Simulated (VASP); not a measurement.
Set up this calculation in VASP 6.6.1, as the native input.

```yaml
Task: single point
Functional: PBE
Potentials_or_basis: VASP PAW PBE potentials, release 64 (Al, Cl)
Cutoff: 520 eV
k_mesh: 9 × 9 × 1
Occupations: gaussian, width 0.1 eV
Spin: no spin polarisation
Dipole_correction: yes
Further_INCAR_settings: ALGO = Normal; EDIFF = 1e-06; NBANDS = 16
```

The structure of Al3Cl lies in POSCAR:

```
Al3Cl
1.0
    2.8567582918      0.0000000000      0.0000000000
   -1.4283791459      2.4740252532      0.0000000000
    0.0000000000      0.0000000000     20.1013782055
Al Cl
3 1
Direct
    0.6666666667      0.3333333333      0.1989913308
    0.3333333334      0.6666666667      0.3134471548
    0.0000000000      0.0000000000      0.4278999240
    0.1666666667      0.3333333333      0.5281570362
```

The input as run:

INCAR

```
PREC = Accurate
ENCUT = 520
EDIFF = 1E-6
ISMEAR = 0
SIGMA = 0.1
LREAL = False
LASPH = True
NELM = 100
ALGO = Normal
ISIF = 2
LWAVE = False
LCHARG = True
LDIPOL = True
IDIPOL = 3
DIPOL = 0.5 0.5 0.367
GGA = PE
LELF = True
LVHAR = True
LVACPOTAV = True
NBANDS = 16
```

KPOINTS

```
Automatic mesh
0
Gamma
  9 9 1
```

Potentials or basis: VASP PAW PBE potentials, release 64 (Al, Cl).

Launch:

```bash
$ cat potpaw_PBE.64/Al/POTCAR potpaw_PBE.64/Cl/POTCAR > POTCAR
$ mpirun -np 1 vasp_std > vasp.out
```

Results of the run:

| Quantity | Value |
| --- | --- |
| Largest force | 0.229 eV/Å |
| Band gap on the k mesh | zero (band 8 reaches 1.33 eV, above the bottom of band 9 at 0.09 eV) |

Run time: 52 s on 1 thread of Intel(R) Xeon(R) 6975P-C (Granite Rapids), with other jobs on the host, peak memory 0.29 GiB.
